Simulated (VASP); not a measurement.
A run of VASP 6.6.1 is set up as follows.

The input INCAR:

```
SYSTEM = Ag3Sb2
PREC = Accurate ; ENCUT = 500
EDIFF = 1E-6 ; ISMEAR = 0
SIGMA = 0.2 ; LREAL = .FALSE.
LASPH = .TRUE. ; NELM = 120
ALGO = Normal ; ISIF = 2
LWAVE = .FALSE. ; LCHARG = .FALSE.
GGA = PE ; NBANDS = 30
GGA_COMPAT = .FALSE.
```

The input KPOINTS:

```
regular mesh
0
G
  4 4 3
  0 0 0
```

Contents of POSCAR:

```
Ag3Sb2
1.0
    4.4375349387      0.0000000028      0.0000000000
   -2.2187674718      3.8430179857      0.0000000000
    0.0000000000      0.0000000000      8.2651654390
Ag Sb
3 2
Direct
    0.6666666667      0.3333333333      0.5000000000
    0.6666666667      0.3333333333      0.1657291945
    0.6666666667      0.3333333333      0.8342708055
    0.3333333333      0.6666666667      0.3148908833
    0.3333333333      0.6666666667      0.6851091167
```

Potentials or basis: VASP PAW PBE potentials, release 64 (Ag, Sb).

Command:

```bash
$ cat potpaw_PBE.64/Ag/POTCAR potpaw_PBE.64/Sb/POTCAR > POTCAR
$ mpirun -np 1 vasp_std > vasp.out
```

Predict the band gap on the k mesh.

zero (an odd number of electrons rules out a gap without spin polarisation).

Estimate the pressure.

-0.1 GPa.

Predict the largest force.

0.016 eV/Å.

Stress tensor (GPa, compression positive):
```
-0.19  0.00  0.00
 0.00 -0.19  0.00
 0.00  0.00  0.01
```

Caveat: the k points lie up to 0.41 Å⁻¹ apart, too coarse for converged energies and pressures of a metal; spin-orbit coupling is left out, which moves the levels of the heavy elements.
